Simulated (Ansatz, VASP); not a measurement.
Two plane-wave programs on ZnCd3O

```
Zn Cd O
1.0
     4.16068    0.00000    0.00000
     0.00000    4.16068    0.00000
     0.00000    0.00000    5.47783
Zn Cd O
1 3 1
Direct
  0.50000 0.50000 0.69522
  0.50000 0.00000 0.19528
  0.00000 0.50000 0.19528
  0.00000 0.00000 0.54911
  0.00000 0.00000 0.97332
```

Change from the starting cell: species swapped into the LaSiPt3 type (P4mm, No. 99).

Alike in both runs: task single point; functional PBE; k mesh 4 × 4 × 4; occupations gaussian, width 0.1 eV; no spin polarisation.

```csv
,VASP,Ansatz
version,VASP 6.6.1,Ansatz 0.2.0
potentials or method,"VASP PAW PBE potentials, release 64 (Zn, Cd, O), cutoff 520 eV","scalar-relativistic, plane waves, PAW"
valence electrons in the cell,54,78
```

VASP gave:

* gap on the k mesh at the Fermi level (eV): none
* pressure (GPa): 2.7
* traceless stress, the component that is largest in VASP (GPa): -3.77
* rms of the force components (eV/Å): 0.550

**Question.** Which values does Ansatz return?

**Answer.** gap on the k mesh at the Fermi level (eV): none; pressure (GPa): 2.2; traceless stress, the component that is largest in VASP (GPa): -3.82; rms of the force components (eV/Å): 0.549.

Atom by atom the forces differ by 0.008 eV/Å (rms over components). A gap of «none» marks a metal or a gap that the smearing closes. VASP's potentials hold 54 valence electrons a cell and Ansatz's 78, so a difference there can come from the potentials and not from the codes.

The k mesh is coarse, so the values compare programs but aren't converged.
